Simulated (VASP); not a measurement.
Wanted: the native input for a VASP 6.6.1 run.

```
Task                   : relaxation of cell and atoms
Functional             : PBE
Potentials or basis    : VASP PAW PBE potentials, release 64 (P)
Cutoff                 : 600 eV
k mesh                 : 14 × 14 × 14
Occupations            : fermi-dirac, width 0.08 eV
Spin                   : no spin polarisation
Target pressure        : 27 GPa
Dipole correction      : no
Further INCAR settings : ALGO = Normal; EDIFF = 1e-06; IBRION = 2; EDIFFG = -0.005; NSW = 60; ISIF = 3
```

The structure of P lies in POSCAR:

```
P
1.0
    1.6090886140     -0.9290077444      2.8427232180
    0.0000000000      1.8580154888      2.8427232180
   -1.6090886140     -0.9290077444      2.8427232180
P
2
Direct
    0.2320000000      0.2320000000      0.2320000000
   -0.2320000000     -0.2320000000     -0.2320000000
```

The input as run:

INCAR

```
PREC     = Accurate       # precision mode
ENCUT    = 600            # plane-wave cutoff, eV
EDIFF    = 1E-6           # SCF threshold, eV
ISMEAR   = -1             # smearing method
SIGMA    = 0.08           # smearing width, eV
LREAL    = False          # projectors in reciprocal space
LASPH    = True           # aspherical terms in the spheres
NELM     = 80             # most SCF steps
ALGO     = Normal         # electronic algorithm
ISIF     = 3              # what is computed and relaxed
LWAVE    = False          # write WAVECAR
LCHARG   = False          # write CHGCAR
GGA      = PE             # functional
IBRION   = 2              # ionic algorithm
NSW      = 60             # ionic steps
EDIFFG   = -0.005         # ionic threshold
PSTRESS  = 270.0
```

KPOINTS

```
regular mesh
0
Gamma
  14 14 14
```

Potentials or basis: VASP PAW PBE potentials, release 64 (P).

Run with:

```sh
$ cat potpaw_PBE.64/P/POTCAR > POTCAR
$ mpirun -np 1 vasp_std > vasp.out
```

Results of the run:

```json
{"Relaxed volume": "12.40 Å³/atom", "Relaxed cell": "a = 3.272 Å, b = 3.272 Å, c = 3.272 Å, α = 60.03°, β = 60.03°, γ = 60.03°", "Space group after relaxing (to 0.05 Å)": "Pm-3m (No. 221)", "Energy change on relaxing (the enthalpy is what falls)": "-36.8 meV/atom", "Ionic steps": "23", "Pressure after relaxing": "27.0 GPa", "Band gap on the k mesh": "zero (band 5 reaches 13.98 eV, above the bottom of band 6 at 10.43 eV)"}
```

Caveat: the cell is relaxed towards a set pressure, so the enthalpy falls and the energy may rise.

Wall time 15 min on 1 thread of AMD EPYC 7R43 64-Core Processor (Zen 3), with other jobs on the host, peak memory 0.18 GiB.
